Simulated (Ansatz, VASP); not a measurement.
One calculation of Ag2O, two programs

```
Ag O
1.0
     4.81198    0.00000    0.00000
     0.00000    4.81198    0.00000
     0.00000    0.00000    4.81198
Ag O
4 2
Direct
  0.25000 0.25000 0.25000
  0.25000 0.75000 0.75000
  0.75000 0.75000 0.25000
  0.75000 0.25000 0.75000
  0.00000 0.00000 0.00000
  0.50000 0.50000 0.50000
```

Alike in both runs: functional PBE; k mesh 8 × 8 × 8; occupations gaussian, width 0.1 eV; no spin polarisation.

Ansatz relaxed the structure, and its values are those at the end. VASP's run is a single point on that final structure, the one shown.

```csv
,VASP,Ansatz
version,VASP 6.6.1,Ansatz 0.2.0
potentials or method,"VASP PAW PBE potentials, release 64 (Ag, O), cutoff 600 eV","scalar-relativistic, plane waves, PAW"
valence electrons in the cell,56,88
```

|  | VASP | Ansatz | Ansatz less VASP |
| --- | --- | --- | --- |
| gap on the k mesh at the Fermi level (eV) | none | none | - |
| pressure (GPa) | -0.1 | 0.0 | +0.15 |

A gap of «none» marks a metal or a gap that the smearing closes. With one functional, cell and mesh, what is left measures potentials, basis and numerics. VASP's potentials hold 56 valence electrons a cell and Ansatz's 88, so a difference there can come from the potentials and not from the codes.
